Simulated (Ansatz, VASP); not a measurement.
# Lu2Si3P in VASP and in Ansatz

The input INCAR:

```
SYSTEM = Lu2Si3P
ALGO = Normal ; EDIFF = 1E-7
ENCUT = 520 ; GGA = PE
ISIF = 2 ; ISMEAR = 0
LASPH = .TRUE. ; LCHARG = .TRUE.
LELF = .TRUE. ; LREAL = .FALSE.
LVHAR = .TRUE. ; LWAVE = .FALSE.
NBANDS = 42 ; NELM = 80
PREC = Accurate ; SIGMA = 0.1
```

KPOINTS

```
k-points
0
G
  3 3 4
  0 0 0
```

POSCAR

```
Lu2Si3P
1.0
    5.7958794300      0.0000000000      0.0000000000
   -2.8979397100      5.0193788200      0.0000000000
    0.0000000000      0.0000000000      3.8170810600
Lu Si P
2 3 1
Direct
    0.6666666700      0.3333333300      0.0000000000
    0.3333333300      0.6666666700      0.0000000000
    0.0000000000      0.5000000000      0.5000000000
    0.5000000000      0.5000000000      0.5000000000
    0.5000000000      0.0000000000      0.5000000000
    0.0000000000      0.0000000000      0.0000000000
```

Input for Ansatz:

```yaml
crystal:
  lattice:
    - [5.79587943, 0.0, 0.0]
    - [-2.89793971, 5.01937882, 0.0]
    - [0.0, 0.0, 3.81708106]
  atoms:
    - { symbol: Lu, position: [0.66666667, 0.33333333, 0.0] }
    - { symbol: Lu, position: [0.33333333, 0.66666667, 0.0] }
    - { symbol: Si, position: [0.0, 0.5, 0.5] }
    - { symbol: Si, position: [0.5, 0.5, 0.5] }
    - { symbol: Si, position: [0.5, 0.0, 0.5] }
    - { symbol: P, position: [0.0, 0.0, 0.0] }
basis:
  ecutwfc: 420
kpoints:
  mp_grid: { grid: [3, 3, 4] }
hamiltonian:
  xc: pbe
scf:
  occupations: { method: gaussian, width: 0.1 }
  lower_state_search: "off"
output:
  forces: true
  stress: true
  eigenvalues: true
```

Change from the starting cell: species swapped into the YSi2Rh3 type (P6/mmm, No. 191).

Alike in both runs: task single point; functional PBE; k mesh 3 × 3 × 4; occupations gaussian, width 0.1 eV; no spin polarisation.

```csv
,VASP,Ansatz
version,VASP 6.6.1,Ansatz 0.2.0
potentials or method,"VASP PAW PBE potentials, release 64 (Lu, Si, P), cutoff 520 eV","scalar-relativistic, plane waves, PAW"
valence electrons in the cell,67,67
```

|  | VASP | Ansatz | Ansatz less VASP |
| --- | --- | --- | --- |
| gap on the k mesh at the Fermi level (eV) | none | none | - |
| pressure (GPa) | 19.0 | 18.5 | -0.55 |
| traceless stress, the component that is largest in VASP (GPa) | 23.39 | 23.05 | -0.334 |

A gap of «none» marks a metal or a gap that the smearing closes.

The k mesh is coarse, so the values compare programs but aren't converged. Neither program's run includes spin-orbit coupling.
